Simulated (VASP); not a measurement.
PtSe2 (Sudovikovite):

```xyz
3
Lattice="3.7487 0.0000 0.0000 -1.8743 3.2464 0.0000 0.0000 0.0000 5.0955" Properties=species:S:1:pos:R:3 pbc="T T T"
Pt    0.0000    0.0000    0.0000
Se    1.8743    1.0821    3.8216
Se    0.0000    2.1643    1.2739
```

This cell differs from its parent crystal: volume scaled by 1.02.

Base run:

```yaml
Program: VASP 6.6.1
Functional: PBEsol
Potentials_or_basis: VASP PAW PBE potentials, release 64 (Pt, Se)
Cutoff: 520 eV
k_mesh: 8 × 8 × 5
Occupations: fermi-dirac, width 0.05 eV
Spin: no spin polarisation
```

Its results: band gap on the k mesh zero (band 11 reaches 6.53 eV, above the bottom of band 12 at 6.21 eV); pressure -0.4 GPa; largest force 0.110 eV/Å.

Task: The run is repeated on the same cell with these changes: functional from PBEsol to RPBE. What comes out?

Result: Band gap on the k mesh zero (band 11 reaches 6.76 eV, above the bottom of band 12 at 6.50 eV); pressure 6.9 GPa; largest force 0.395 eV/Å.

RPBE binds less tightly than PBEsol, so the same cell stands under more pressure.

Caveats: the PAW data sets were made with another functional, which shifts forces and pressure a little; spin-orbit coupling is left out, which moves the levels of the heavy elements.
